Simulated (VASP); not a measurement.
Input of a VASP 6.6.1 run:

File INCAR:

```
ALGO = Normal
EDIFF = 1E-6
ENCUT = 520
GGA = PE
ISIF = 2
ISMEAR = 0
LASPH = T
LCHARG = F
LREAL = F
LWAVE = F
NBANDS = 16
NELM = 80
PREC = Accurate
SIGMA = 0.05
```

KPOINTS

```
k-points
0
Gamma
  6 6 4
```

The input POSCAR:

```
MgS
1.0
    4.0346224068      0.0000000000      0.0000000000
   -2.0173112034      3.4940854990      0.0000000000
    0.0000000000      0.0000000000      6.4322941800
Mg S
2 2
Direct
    0.6666666667      0.3333333333      0.4957548500
    0.3333333333      0.6666666667      0.9957548500
    0.1896014665      0.6022721348      0.3792441500
    0.6666666667      0.3333333333      0.8792441500
```

Potentials or basis: VASP PAW PBE potentials, release 64 (Mg, S).

Run with:

```bash
$ cat potpaw_PBE.64/Mg/POTCAR potpaw_PBE.64/S/POTCAR > POTCAR
$ mpirun -np 1 vasp_std > vasp.out
```

Q: What does it give for the largest force?

A: 7.189 eV/Å.

Q: Predict the band gap on the k mesh.

A: 3.21 eV.

Forces on the atoms (eV/Å):
```
Mg  -5.555 -3.294  2.169
Mg  -0.137 -0.069  0.205
S    5.861  3.459 -2.316
S   -0.169 -0.096 -0.057
```

Caveat: the cell differs from its parent crystal (atom 3 (S) moved by (-0.450, -0.225) A along x and y); forces of over 1 eV/Å act on the atoms, so gaps and moduli don't describe the material at rest.
